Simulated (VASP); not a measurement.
Input of a VASP 6.6.1 run:

Contents of INCAR:

```
SYSTEM = InSb3
PREC = Accurate
ENCUT = 500
EDIFF = 1E-6
ISMEAR = 0
SIGMA = 0.1
LREAL = .False.
LASPH = .True.
NELM = 120
ALGO = Normal
ISIF = 2
LWAVE = .False.
LCHARG = .False.
GGA = PS
IVDW = 12
NBANDS = 22
GGA_COMPAT = .False.
```

File KPOINTS:

```
regular mesh
0
Gamma
  10 10 10
  0 0 0
```

Contents of POSCAR:

```
InSb3
1.0
    0.0000000000      3.5873093785      3.5873093785
    3.5873093785      0.0000000000      3.5873093785
    3.5873093785      3.5873093785      0.0000000000
In Sb
1 3
Direct
    0.0000000000      0.0000000000      0.0000000000
    0.2500000000      0.2500000000      0.2500000000
    0.7500000000      0.7500000000      0.7500000000
    0.5000000000      0.5000000000      0.5000000000
```

Potentials or basis: VASP PAW PBE potentials, release 64 (In_d, Sb).

Run with:

```bash
$ cat potpaw_PBE.64/In_d/POTCAR potpaw_PBE.64/Sb/POTCAR > POTCAR
$ mpirun -np 1 vasp_std > vasp.out
```

Question: Estimate the band gap on the k mesh.

Answer: Zero (bands 14 and 15 overlap by 3.38 eV).

Question: Predict the dispersion energy per atom.

Answer: -0.546 eV.

Question: What does it give for the pressure?

Answer: 5.2 GPa.

Caveat: the cell stands under pressure; the PAW data sets were made with another functional, which shifts forces and pressure a little; spin-orbit coupling is left out, which moves the levels of the heavy elements.
